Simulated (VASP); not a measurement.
A run of VASP 6.6.1:

The input INCAR:

```
SYSTEM = NaHF2
PREC = Accurate
ENCUT = 520
EDIFF = 1E-6
ISMEAR = 0
SIGMA = 0.05
LREAL = .False.
LASPH = .True.
NELM = 60
ALGO = Normal
ISIF = 2
LWAVE = .False.
LCHARG = .False.
GGA = PS
NBANDS = 19
```

The input KPOINTS:

```
Automatic mesh
0
Gamma
  9 9 9
  0 0 0
```

Contents of POSCAR:

```
NaHF2
1.0
    1.7284452171      0.9979183114      4.4069271639
   -1.7284452171      0.9979183114      4.4069271639
    0.0000000000     -1.9958366228      4.4069271639
Na H F
1 1 2
Direct
    0.0000000000      0.0000000000      0.0000000000
    0.5000000000      0.5000000000      0.5000000000
    0.4100000000      0.4100000000      0.4100000000
    0.5900000000      0.5900000000      0.5900000000
```

Potentials or basis: VASP PAW PBE potentials, release 64 (Na_pv, H, F).

The run is started by

```console
$ cat potpaw_PBE.64/Na_pv/POTCAR potpaw_PBE.64/H/POTCAR potpaw_PBE.64/F/POTCAR > POTCAR
$ mpirun -np 1 vasp_std > vasp.out
```

Hardware: 1 thread of Intel(R) Xeon(R) 6975P-C (Granite Rapids) (shared host).

Task: Estimate the wall time of this run.

Result: Run time: 52 s on 1 thread of Intel(R) Xeon(R) 6975P-C (Granite Rapids), with other jobs on the host, peak memory 0.23 GiB. Counts: scf iterations 13, k points 85.
